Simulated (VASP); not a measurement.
# InP3 (R-3m) in VASP: notebook, part 2 of 2

VASP 6.6.1. The steps go on from the part before.

## Step 3: Single point, PBEsol (strain +0.040 along x and y, +0.080 along z)

INCAR

```
SYSTEM = InP3
ALGO = Normal
EDIFF = 1E-6
ENCUT = 520
GGA = PS
ISIF = 2
ISMEAR = 0
LASPH = .TRUE.
LCHARG = .FALSE.
LREAL = .FALSE.
LWAVE = .FALSE.
NBANDS = 38
NELM = 80
PREC = Accurate
SIGMA = 0.15
```

KPOINTS

```
k-points
0
G
  6 6 6
  0 0 0
```

POSCAR

```
InP3
1.0
    3.8635862510      2.2306425620      3.5417263837
   -3.8635862510      2.2306425620      3.5417263837
    0.0000000000     -4.4612851241      3.5417263837
In P
2 6
Direct
    0.2732789115      0.2732789115      0.2732789115
    0.7267210885      0.7267210885      0.7267210885
    0.7947108827      0.2411926280      0.7947108827
    0.7947108827      0.7947108827      0.2411926280
    0.2411926280      0.7947108827      0.7947108827
    0.2052891173      0.7588073720      0.2052891173
    0.7588073720      0.2052891173      0.2052891173
    0.2052891173      0.2052891173      0.7588073720
```

Potentials or basis: VASP PAW PBE potentials, release 64 (In_d, P).

On the command line:

```console
$ cat potpaw_PBE.64/In_d/POTCAR potpaw_PBE.64/P/POTCAR > POTCAR
$ mpirun -np 1 vasp_std > vasp.out
```

OUTCAR:

```text
SYSTEM = InP3
   EDIFF = 1E-6
   ENCUT = 520
   GGA = PS
   ISIF = 2
   ISMEAR = 0
   LASPH = .TRUE.
   LREAL = .FALSE.
   NELM = 80
   PREC = Accurate

 ion  position               nearest neighbor table
   1  0.273  0.273  0.273-   6 2.76   7 2.76   8 2.76   6 3.05   7 3.05   8 3.05
   2  0.727  0.727  0.727-   3 2.76   5 2.76   4 2.76   3 3.05   5 3.05   4 3.05
   3  0.795  0.241  0.795-   8 2.33   7 2.33   2 2.76   2 3.05
   4  0.795  0.795  0.241-   6 2.33   7 2.33   2 2.76   2 3.05
   5  0.241  0.795  0.795-   8 2.33   6 2.33   2 2.76   2 3.05
   6  0.205  0.759  0.205-   4 2.33   5 2.33   1 2.76   1 3.05
   7  0.759  0.205  0.205-   4 2.33   3 2.33   1 2.76   1 3.05
   8  0.205  0.205  0.759-   3 2.33   5 2.33   1 2.76   1 3.05

  LATTYP: Found a trigonal (rhomboedric) cell.
 ALAT       =     5.6962172303
 COS(alpha) =     0.0798934270

  Lattice vectors:

 A1 = (   3.8635862510,   2.2306425620,   3.5417263837)
 A2 = (  -3.8635862510,   2.2306425620,   3.5417263837)
 A3 = (   0.0000000000,  -4.4612851241,   3.5417263837)

Analysis of symmetry for initial positions (statically):
=====================================================================
 Subroutine PRICEL returns:
 Original cell was already a primitive cell.

 Routine SETGRP: Setting up the symmetry group for a
 trigonal (rhombohedral) supercell.

 Subroutine GETGRP returns: Found 12 space group operations
 (whereof 12 operations were pure point group operations)
 out of a pool of 12 trial point group operations.

The static configuration has the point symmetry D_3d.

Analysis of symmetry for dynamics (positions and initial velocities):
=====================================================================
 Subroutine PRICEL returns:
 Original cell was already a primitive cell.

 Routine SETGRP: Setting up the symmetry group for a
 trigonal (rhombohedral) supercell.

 Subroutine GETGRP returns: Found 12 space group operations
 (whereof 12 operations were pure point group operations)
 out of a pool of 12 trial point group operations.

The dynamic configuration has the point symmetry D_3d.

 Subroutine INISYM returns: Found 12 space group operations
 (whereof 12 operations are pure point group operations),
 and found     1 'primitive' translations

----------------------------------------------------------------------------------------

                                     Primitive cell

  volume of cell :     183.1415

  direct lattice vectors                    reciprocal lattice vectors
     3.863586251  2.230642562  3.541726384     0.129413443  0.074716886  0.094116060
    -3.863586251  2.230642562  3.541726384    -0.129413443  0.074716886  0.094116060
     0.000000000 -4.461285124  3.541726384     0.000000000 -0.149433773  0.094116060

  length of vectors
     5.696217230  5.696217230  5.696217230     0.176602053  0.176602053  0.176602053

  position of ions in fractional coordinates (direct lattice)
     0.273278912  0.273278912  0.273278912
     0.726721088  0.726721088  0.726721088
     0.794710883  0.241192628  0.794710883
     0.794710883  0.794710883  0.241192628
     0.241192628  0.794710883  0.794710883
     0.205289117  0.758807372  0.205289117
     0.758807372  0.205289117  0.205289117
[... 44 lines left out ...]
  0.500000 -0.000000 -0.000000      3.000000
  0.166667  0.166667  0.000000      6.000000
  0.333333  0.166667  0.000000     12.000000
[... 16 lines left out ...]
  0.500000  0.500000  0.166667      6.000000
 -0.333333  0.500000  0.166667     12.000000
 [... further k-points ...]
   k-points           NKPTS =     32   k-points in BZ     NKDIM =     32   number of bands    NBANDS=     38
   number of dos      NEDOS =    301   number of ions     NIONS =      8
   total plane-waves  NPLWV =  74088
   dimension x,y,z NGX =    42 NGY =   42 NGZ =   42
   dimension x,y,z NGXF=    84 NGYF=   84 NGZF=   84
   ions per type =               2   6
   NGX,Y,Z   is equivalent  to a cutoff of  12.26, 12.26, 12.26 a.u.
   NGXF,Y,Z  is equivalent  to a cutoff of  24.52, 24.52, 24.52 a.u.
 SYSTEM =  InP3
   PREC   = accura    normal or accurate (medium, high low for compatibility)
   ISTART =      0    job   : 0-new  1-cont  2-samecut
   ICHARG =      2    charge: 1-file 2-atom 10-const
   ISPIN  =      1    spin polarized calculation?
   LNONCOLLINEAR =      F non collinear calculations
   LSORBIT =      F    spin-orbit coupling
   LASPH  =      T    aspherical Exc in radial PAW
   ENCUT  =  520.0 eV  38.22 Ry    6.18 a.u.  10.59 10.59 10.59*2*pi/ulx,y,z
   NELM   =     80;   NELMIN=  2; NELMDL= -5     # of ELM steps
   EDIFF  = 0.1E-05   stopping-criterion for ELM
   LREAL  =      F    real-space projection
   EDIFFG = 0.1E-04   stopping-criterion for IOM
   NSW    =      0    number of steps for IOM
   IBRION =     -1    ionic relax: 0-MD 1-quasi-New 2-CG
   NFREE  =      0    steps in history (QN), initial steepest desc. (CG)
   ISIF   =      2    stress and relaxation
   ISYM   =      2    0-nonsym 1-usesym 2-fastsym
   POTIM  = 0.5000    time-step for ionic-motion
   TEBEG  =    0.0;   TEEND  =   0.0 temperature during run
   PSTRESS=    0.0 pullay stress
   NELECT =      56.0000    total number of electrons
   NUPDOWN=      -1.0000    fix difference up-down
   EMIN   =  10.00;   EMAX   =-10.00  energy-range for DOS
   EFERMI =   0.00;   METHOD = LEGACY
   ISMEAR =     0;   SIGMA  =   0.15  broadening in eV -4-tet -1-fermi 0-gaus
   EFERMI_NEDOS =   21; number of points for ismear=-14 and -15
   IALGO  =     38    algorithm
   IMIX   =      4    mixing-type and parameters
     AMIX     =   0.40;   BMIX     =  1.00
     AMIX_MAG =   1.60;   BMIX_MAG =  1.00
  volume/ion in A,a.u.               =      22.89       154.49
  Fermi-wavevector in a.u.,A,eV,Ry     =   1.102915  2.084206 16.550407  1.216421
  Thomas-Fermi vector in A             =   2.239365
   LORBIT       =      0    0 simple, 1 ext, 2 COOP (PROOUT), +10 PAW based schemes
   GGA     = PS    functional components
   LHFCALC =     F    Hartree Fock is set to
   AEXX    =    0.0000 exact exchange contribution
   IVDW    =     0    specifies the selected vdW correction
   LEPSILON=     F    determine dielectric tensor
   LRPA    =     F    only Hartree local field effects (RPA)
 non-spin polarized calculation
 Gauss-broadening in eV      SIGMA  =   0.15
  energy-cutoff  :      520.00
  volume of cell :      183.14
 maximum number of plane-waves:      4959
   NGX = 21   NGY = 21   NGZ = 21

 number of electron      55.9999991 magnetization

 Free energy of the ion-electron system (eV)
  ---------------------------------------------------
  ext. energy  EPLUGINS =         0.00000000
  ---------------------------------------------------
  free energy    TOTEN  =       -40.49915567 eV

  energy without entropy =      -40.49001596  energy(sigma->0) =      -40.49458581

 E-fermi :   5.1215     XC(G=0):  -9.7070

 val. band max:        4.9780846665   @ k =   0.3333   0.3333   0.1667
 cond. band min:       5.1795064334   @ k =   0.5000   0.5000   0.0000
 fundamental gap:      0.2014217668
 Fermi energy:         5.1214673014

 k-point     1 :       0.0000    0.0000    0.0000
  band No.  band energies     occupation
      1      -9.0985      2.00000
      2      -9.0985      2.00000
      3      -9.0372      2.00000
      4      -9.0372      2.00000
      5      -8.9869      2.00000
      6      -8.9791      2.00000
[... 973 lines left out ...]
     37       9.2579      0.00000
     38       9.4630      0.00000

 [... further k-points ...]

------------------------ aborting loop because EDIFF is reached ----------------------------------------

  FORCE on cell =-STRESS in cart. coord.  units (eV):
  Direction    XX          YY          ZZ          XY          YZ          ZX
  --------------------------------------------------------------------------------------
  -------------------------------------------------------------------------------------
  Total      -10.3921594    -10.3921594    -10.1874621      0.0000000      0.0000000     -0.0000000
  in kB      -90.9137408    -90.9137408    -89.1229875      0.0000000      0.0000000     -0.0000000
  external PRESSURE =     -90.3168230 kB  Pullay stress =       0.0000000 kB

 VOLUME and BASIS-vectors are now :
 -----------------------------------------------------------------------------
  energy-cutoff  :      520.00
  volume of cell :      183.14
      direct lattice vectors                 reciprocal lattice vectors
     3.863586251  2.230642562  3.541726384     0.129413443  0.074716886  0.094116060
    -3.863586251  2.230642562  3.541726384    -0.129413443  0.074716886  0.094116060
     0.000000000 -4.461285124  3.541726384     0.000000000 -0.149433773  0.094116060

 POSITION                                       TOTAL-FORCE (eV/Angst)
 -----------------------------------------------------------------------------------
      0.00000     -0.00000      2.90364         0.000000     -0.000000      0.081615
      0.00000     -0.00000      7.72154         0.000000      0.000000     -0.081615
      2.13857     -1.23470      6.48354         0.496345     -0.286565      1.011351
      0.00000      2.46940      6.48354         0.000000      0.573130      1.011351
     -2.13857     -1.23470      6.48354        -0.496345     -0.286565      1.011351
     -2.13857      1.23470      4.14164        -0.496345      0.286565     -1.011351
      2.13857      1.23470      4.14164         0.496345      0.286565     -1.011351
      0.00000     -2.46940      4.14164         0.000000     -0.573130     -1.011351
 -----------------------------------------------------------------------------------
    total drift:                               -0.000000      0.000000     -0.000000

  FREE ENERGIE OF THE ION-ELECTRON SYSTEM (eV)
  ---------------------------------------------------
  free  energy   TOTEN  =       -40.4991556651 eV

  energy  without entropy=      -40.4900159624  energy(sigma->0) =      -40.49458581
```

Run time: 1.9 min. Hardware: 1 thread of AMD EPYC 9R45 (Zen 5), shared host; peak memory 0.32 GiB.

Results:

```yaml
Free_energy: -40.4992 eV
Pressure: -9.0 GPa
Largest_force: 1.162 eV/Å
Band_gap_on_the_k_mesh: zero (bands 28 and 29 overlap by 0.62 eV)
```

Forces on the atoms (eV/Å):
```
In   0.000  0.000  0.082
In   0.000  0.000 -0.082
P    0.496 -0.287  1.011
P    0.000  0.573  1.011
P   -0.496 -0.287  1.011
P   -0.496  0.287 -1.011
P    0.496  0.287 -1.011
P    0.000 -0.573 -1.011
```

Caveat: the cell differs from its parent crystal (strain +0.040 along x and y, +0.080 along z); the cell stands under tension; semilocal functionals underestimate gaps, so a narrow gap can read as zero; the PAW data sets were made with another functional, which shifts forces and pressure a little; spin-orbit coupling is left out, which moves the levels of the heavy elements.

## Step 4: Single point, PBEsol (strain +0.080 along x and y, +0.040 along z)

INCAR

```
SYSTEM = InP3
PREC = Accurate
ENCUT = 520
EDIFF = 1E-6
ISMEAR = 0
SIGMA = 0.15
LREAL = .FALSE.
LASPH = .TRUE.
NELM = 60
ALGO = Normal
ISIF = 2
LWAVE = .FALSE.
LCHARG = .FALSE.
GGA = PS
NBANDS = 38
```

KPOINTS

```
regular mesh
0
G
  6 6 6
  0 0 0
```

POSCAR, as its differences from that of step 3:

```diff
@@ -2,5 +2,5 @@
 1.0
-    3.8635862510      2.2306425620      3.5417263837
-   -3.8635862510      2.2306425620      3.5417263837
-    0.0000000000     -4.4612851241      3.5417263837
+    4.0121857222      2.3164365067      3.4105513325
+   -4.0121857222      2.3164365067      3.4105513325
+    0.0000000000     -4.6328730135      3.4105513324
 In P
```

Potentials or basis: VASP PAW PBE potentials, release 64 (In_d, P).

On the command line:

```console
$ cat potpaw_PBE.64/In_d/POTCAR potpaw_PBE.64/P/POTCAR > POTCAR
$ mpirun -np 1 vasp_std > vasp.out
```

OUTCAR:

```text
SYSTEM = InP3
   PREC = Accurate
   ENCUT = 520
   EDIFF = 1E-6
   ISMEAR = 0
   LREAL = .FALSE.
   LASPH = .TRUE.
   NELM = 60
   ISIF = 2
   GGA = PS

 ion  position               nearest neighbor table
   1  0.273  0.273  0.273-   8 2.83   7 2.83   6 2.83   8 3.03   6 3.03   7 3.03
   2  0.727  0.727  0.727-   4 2.83   3 2.83   5 2.83   4 3.03   5 3.03   3 3.03
   3  0.795  0.241  0.795-   7 2.37   8 2.37   2 2.83   2 3.03
   4  0.795  0.795  0.241-   6 2.37   7 2.37   2 2.83   2 3.03
   5  0.241  0.795  0.795-   6 2.37   8 2.37   2 2.83   2 3.03
   6  0.205  0.759  0.205-   5 2.37   4 2.37   1 2.83   1 3.03
[... 1199 lines left out ...]
  Total      -15.2215192    -15.2215192     -8.8620967      0.0000000     -0.0000000     -0.0000000
  in kB     -128.2304935   -128.2304935    -74.6568729      0.0000000     -0.0000000     -0.0000000
  external PRESSURE =    -110.3726199 kB  Pullay stress =       0.0000000 kB

 VOLUME and BASIS-vectors are now :
 -----------------------------------------------------------------------------
  energy-cutoff  :      520.00
  volume of cell :      190.19
      direct lattice vectors                 reciprocal lattice vectors
     4.012185722  2.316436507  3.410551332     0.124620353  0.071949594  0.097735909
    -4.012185722  2.316436507  3.410551332    -0.124620353  0.071949594  0.097735909
     0.000000000 -4.632873014  3.410551332     0.000000000 -0.143899188  0.097735909

 POSITION                                       TOTAL-FORCE (eV/Angst)
 -----------------------------------------------------------------------------------
      0.00000     -0.00000      2.79610         0.000000      0.000000     -0.066656
      0.00000     -0.00000      7.43556         0.000000     -0.000000      0.066656
      2.22082     -1.28219      6.24340         0.735117     -0.424420      0.856021
      0.00000      2.56438      6.24340         0.000000      0.848840      0.856021
     -2.22082     -1.28219      6.24340        -0.735117     -0.424420      0.856021
     -2.22082      1.28219      3.98825        -0.735117      0.424420     -0.856021
      2.22082      1.28219      3.98825         0.735117      0.424420     -0.856021
      0.00000     -2.56438      3.98825         0.000000     -0.848840     -0.856021
 -----------------------------------------------------------------------------------
    total drift:                                0.000000     -0.000000      0.000000

  FREE ENERGIE OF THE ION-ELECTRON SYSTEM (eV)
  ---------------------------------------------------
  free  energy   TOTEN  =       -39.8834942768 eV

  energy  without entropy=      -39.8701756472  energy(sigma->0) =      -39.87683496
```

OSZICAR:

```text
N       E                     dE             d eps       ncg     rms          rms(c)
DAV:   1     0.444917649183E+03    0.44492E+03   -0.24009E+04  2432   0.149E+03
DAV:   2     0.212916652354E+02   -0.42363E+03   -0.40680E+03  2450   0.364E+02
DAV:   3    -0.371638068453E+02   -0.58455E+02   -0.56643E+02  3130   0.142E+02
DAV:   4    -0.402629107434E+02   -0.30991E+01   -0.30647E+01  2992   0.308E+01
DAV:   5    -0.404035149015E+02   -0.14060E+00   -0.14045E+00  3832   0.713E+00    0.880E+00
DAV:   6    -0.399411977150E+02    0.46232E+00   -0.90223E-01  3350   0.117E+01    0.511E+00
DAV:   7    -0.398901285441E+02    0.51069E-01   -0.36806E-01  3558   0.353E+00    0.123E+00
DAV:   8    -0.398832859173E+02    0.68426E-02   -0.52743E-02  3302   0.200E+00    0.594E-01
DAV:   9    -0.398835051792E+02   -0.21926E-03   -0.49336E-03  3456   0.521E-01    0.227E-01
DAV:  10    -0.398834682529E+02    0.36926E-04   -0.60252E-04  3908   0.210E-01    0.126E-01
DAV:  11    -0.398834956794E+02   -0.27426E-04   -0.11003E-04  3148   0.676E-02    0.713E-02
DAV:  12    -0.398834939174E+02    0.17620E-05   -0.13778E-05  2934   0.203E-02    0.174E-02
DAV:  13    -0.398834942768E+02   -0.35936E-06   -0.35026E-06  2542   0.886E-03
   1 F= -.39883494E+02 E0= -.39876835E+02  d E =-.133186E-01
```

It took 2.4 min on 1 thread of AMD EPYC 9R45 (Zen 5), shared host; peak memory 0.38 GiB.

Results:

* Free energy: -39.8835 eV
* Pressure: -11.0 GPa
* Largest force: 1.206 eV/Å
* Band gap on the k mesh: zero (bands 28 and 29 overlap by 0.75 eV)

Forces in eV/Å, atoms in the order of the input:
```
In   0.000  0.000 -0.067
In   0.000  0.000  0.067
P    0.735 -0.424  0.856
P    0.000  0.849  0.856
P   -0.735 -0.424  0.856
P   -0.735  0.424 -0.856
P    0.735  0.424 -0.856
P    0.000 -0.849 -0.856
```

Caveat: the cell differs from its parent crystal (strain +0.080 along x and y, +0.040 along z); the cell stands under tension; semilocal functionals underestimate gaps, so a narrow gap can read as zero; the PAW data sets were made with another functional, which shifts forces and pressure a little; spin-orbit coupling is left out, which moves the levels of the heavy elements.

## Step 5: Overview

```tsv
cell	gap on the mesh (eV)	pressure (GPa)	largest force (eV/Å)
a = 5.676 Å, 8 atoms	none	-10.0	0.99
a = 5.696 Å, angles 85.4°, 8 atoms	none	-9.0	1.16
a = 5.753 Å, angles 88.4°, 8 atoms	none	-11.0	1.21
```

Alike in all rows: task single point; level PBEsol; potentials or basis VASP PAW PBE potentials, release 64 (In_d, P); no spin polarisation; k mesh 6 × 6 × 6; cutoff (eV) 520; smearing gaussian 0.15 eV.

Caveats: the cell stands under tension; the PAW data sets were made with another functional, which shifts forces and pressure a little; spin-orbit coupling is left out, which moves the levels of the heavy elements; semilocal functionals underestimate gaps, so a narrow gap can read as zero (at least some runs).

Total energies depend on the potentials used, so only differences within one code and one set of settings carry meaning.
